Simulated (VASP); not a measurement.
Te2Mo, 3 atoms in the cell. The cell holds a slab with vacuum, 3 atoms: a = 3.275 Å, b = 3.275 Å, c = 18.926 Å, α = 90.00°, β = 90.00°, γ = 120.00°.  This cell differs from its parent crystal: strain -0.080 along x and y, +0.080 along z.

- Program: VASP 6.6.1
- Task: single point
- Functional: LDA
- Potentials or basis: VASP PAW LDA potentials, release 64 (Te, Mo_sv)
- Cutoff: 520 eV
- k mesh: 12 × 12 × 2
- Occupations: gaussian, width 0.05 eV
- Spin: no spin polarisation
- Dipole correction: no
- Further INCAR settings: ALGO = Normal; EDIFF = 1e-07; NBANDS = 20

Potentials or basis: VASP PAW LDA potentials, release 64 (Te, Mo_sv).

The run is started by

```console
$ cat potpaw_LDA.64/Te/POTCAR potpaw_LDA.64/Mo_sv/POTCAR > POTCAR
$ mpirun -np 1 vasp_std > vasp.out
```

Hardware: 1 thread of Intel Xeon 8259CL (shared host).

Task: Estimate the wall time of this run.

Result: Wall time 5 min on 1 thread of Intel Xeon 8259CL (shared host), peak memory 0.31 GiB. Counts: scf iterations 24, k points 38.
